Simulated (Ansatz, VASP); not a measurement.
**One calculation of PbO, two programs**

```xyz
8
Lattice="-5.8210 5.8210 1.9616 5.8210 -5.8210 1.9616 5.8210 5.8210 -1.9616" Properties=species:S:1:pos:R:3 pbc="T T T"
Pb    2.9105    4.4053   -0.4904
Pb    2.9105    1.4157    1.4712
Pb   -1.4157    2.9105    2.4520
Pb    7.2367    2.9105    0.4904
O     1.6656    2.9105    2.4520
O     4.1554    2.9105    0.4904
O     2.9105   -1.6656    1.4712
O     2.9105    7.4866   -0.4904
```

Alike in both runs: functional PBE; k mesh 6 × 6 × 6; occupations gaussian, width 0.02 eV; no spin polarisation.

Ansatz relaxed the structure, and its values are those at the end. VASP's run is a single point on that final structure, the one shown.

|  | VASP | Ansatz |
| --- | --- | --- |
| version | VASP 6.6.1 | Ansatz 0.2.0 |
| potentials or method | VASP PAW PBE potentials, release 64 (Pb_d, O), cutoff 520 eV | scalar-relativistic, plane waves, PAW |
| valence electrons in the cell | 80 | 80 |

|  | VASP | Ansatz | Ansatz less VASP |
| --- | --- | --- | --- |
| gap on the k mesh at the Fermi level (eV) | 1.77 | 1.78 | +0.007 |
| least direct gap on the mesh (eV) | 1.83 | 1.83 | +0.007 |
| pressure (GPa) | 0.1 | 0.0 | -0.05 |
| rms of the force components (eV/Å) | 0.028 | 0.001 | -0.0270 |

Ansatz's warnings: xc potential rough in thin density.

Neither program's run includes spin-orbit coupling.
